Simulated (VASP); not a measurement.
Sn, 3 atoms in the cell. Symmetry: P6/mmm, No. 191, hexagonal system. The conventional cell has a = 5.620 Å, b = 5.620 Å, c = 3.265 Å, α = 90.00°, β = 90.00°, γ = 120.00°. Within 4.3 Å of Sn (site symmetry 6/mmm) lie 14 Sn at 3.26 to 3.63 Å. Within 4.3 Å of Sn (site symmetry -6m2) lie 11 Sn at 3.24 to 3.63 Å.  This cell differs from its parent crystal: volume scaled by 0.96.

```yaml
Program: VASP 6.6.1
Task: single point
Functional: BLYP
Potentials_or_basis: VASP PAW PBE potentials, release 64 (Sn_d)
Cutoff: 520 eV
k_mesh: 7 × 7 × 11
Occupations: fermi-dirac, width 0.1 eV
Spin: no spin polarisation
Dipole_correction: no
Further_INCAR_settings: ALGO = Normal; EDIFF = 1e-06; NBANDS = 28
```

Potentials or basis: VASP PAW PBE potentials, release 64 (Sn_d).

Run with:

```sh
$ cat potpaw_PBE.64/Sn_d/POTCAR > POTCAR
$ mpirun -np 1 vasp_std > vasp.out
```

Hardware: 1 thread of Intel(R) Xeon(R) Platinum 8559C (Emerald Rapids) (shared host).

Task: Estimate the wall time of this run.

Result: Wall time 57 s on 1 thread of Intel(R) Xeon(R) Platinum 8559C (Emerald Rapids), with other jobs on the host, peak memory 0.24 GiB. Counts: scf iterations 12, k points 48.
